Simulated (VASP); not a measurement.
A run of VASP 6.6.1 is set up as follows.

Contents of INCAR:

```
SYSTEM = FeCo3Ge4
PREC = Accurate
ENCUT = 520
EDIFF = 1E-7
ISMEAR = 0
SIGMA = 0.1
LREAL = .FALSE.
LASPH = .TRUE.
NELM = 150
ALGO = Normal
ISIF = 2
LWAVE = .FALSE.
LCHARG = .TRUE.
ISPIN = 2
MAGMOM = -4 3 3 -3 0 0 0 0
LORBIT = 11
LMAXMIX = 4
GGA = PE
LELF = .TRUE.
LVHAR = .TRUE.
NBANDS = 60
```

The input KPOINTS:

```
Automatic mesh
0
G
  4 4 4
  0 0 0
```

Contents of POSCAR:

```
FeCo3Ge4
1.0
    5.9725967890     -1.8967276288      0.2605514099
    5.9725967890      1.8967276288      0.2605514099
   -1.0133810455      0.0000000000      4.7428835238
Fe Co Ge
1 3 4
Direct
    0.0000000031      0.0000000031     -0.0000003788
    0.0000002033      0.0000002033      0.5000008287
    0.8053520326      0.8053520326      0.6770838235
    0.1946477514      0.1946477514      0.3229158446
    0.1848408270      0.1848408270      0.8155715428
    0.8151600190      0.8151600190      0.1844289843
    0.4279344544      0.4279344544      0.7189223642
    0.5720647091      0.5720647091      0.2810769907
```

Potentials or basis: VASP PAW PBE potentials, release 64 (Fe, Co, Ge_d).

The run is started by

```bash
$ cat potpaw_PBE.64/Fe/POTCAR potpaw_PBE.64/Co/POTCAR potpaw_PBE.64/Ge_d/POTCAR > POTCAR
$ mpirun -np 1 vasp_std > vasp.out
```

(1) What does it give for the largest force?

(2) What does it give for the pressure?

(3) Estimate the net moment.

## Answers

(1) 0.020 eV/Å.

(2) 0.1 GPa.

(3) -1.55 μB per cell.

Caveat: the k points lie up to 0.43 Å⁻¹ apart.
